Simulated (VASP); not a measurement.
Crystal: SnSe4.

```xyz
5
Lattice="3.9705 0.0000 0.0000 -1.9852 3.4385 0.0000 0.0000 0.0000 10.3267" Properties=species:S:1:pos:R:3 pbc="T T T"
Sn    0.0000    0.0000    5.1634
Se    0.0000    2.2924    0.0000
Se    1.9852    1.1462    0.0000
Se    0.0000    0.0000    7.2414
Se    0.0000    0.0000    3.0853
```

* Program: VASP 6.6.1
* Task: relaxation of cell and atoms
* Functional: PBE
* Potentials or basis: VASP PAW PBE potentials, release 64 (Sn_d, Se)
* Cutoff: 600 eV
* k mesh: 6 × 6 × 2
* Occupations: gaussian, width 0.1 eV
* Spin: no spin polarisation

At the start: pressure 22.5 GPa; volume 28.20 Å³/atom.

**Question.** Where does the relaxation end?

**Answer.** Over 13 steps the energy falls by 636.6 meV/atom and the volume is 38.27 Å³/atom (+35.7 %); space group P6/mmm (No. 191, to 0.05 Å).

Step by step:
| step | energy change (eV) | largest force (eV/Å) | pressure (GPa) | volume (Å³) |
| --- | --- | --- | --- | --- |
| 1 | 0.0000 | 7.5510 | 22.48 | 140.99 |
| 2 | 0.1015 | 1.2429 | -3.74 | 236.27 |
| 3 | -0.6826 | 1.4312 | -3.00 | 214.68 |
| 4 | -1.2575 | 1.7295 | -2.17 | 199.23 |
| 5 | -2.2932 | 1.4064 | 2.63 | 168.59 |
| 6 | -2.2221 | 0.1012 | 7.18 | 157.03 |
| 7 | -2.3240 | 1.0341 | 3.96 | 164.63 |
| 8 | -3.1465 | 0.6732 | -0.76 | 191.63 |
| 9 | -3.1541 | 0.6003 | -1.08 | 195.52 |
| 10 | -3.1462 | 0.8150 | 1.09 | 188.59 |
| 11 | -3.1823 | 0.0079 | -0.13 | 192.16 |
| 12 | -3.1823 | 0.0218 | -0.11 | 192.10 |
| 13 | -3.1831 | 0.0137 | -0.04 | 191.34 |

Final structure:
```xyz
5
Lattice="4.5060 0.0000 0.0000 -2.2530 3.9023 0.0000 0.0000 0.0000 10.8819" Properties=species:S:1:pos:R:3 pbc="T T T"
Sn    0.0000    0.0000    5.4409
Se    0.0000    2.6015    0.0000
Se    2.2530    1.3008    0.0000
Se    0.0000    0.0000    7.7741
Se    4.5060    0.0000    3.1078
```

Caveat: the volume moved by over 15 % at a fixed basis, so the end points are rough; this functional lacks dispersion, which binds the layers, so the pressure and a relaxed spacing across them are unreliable.
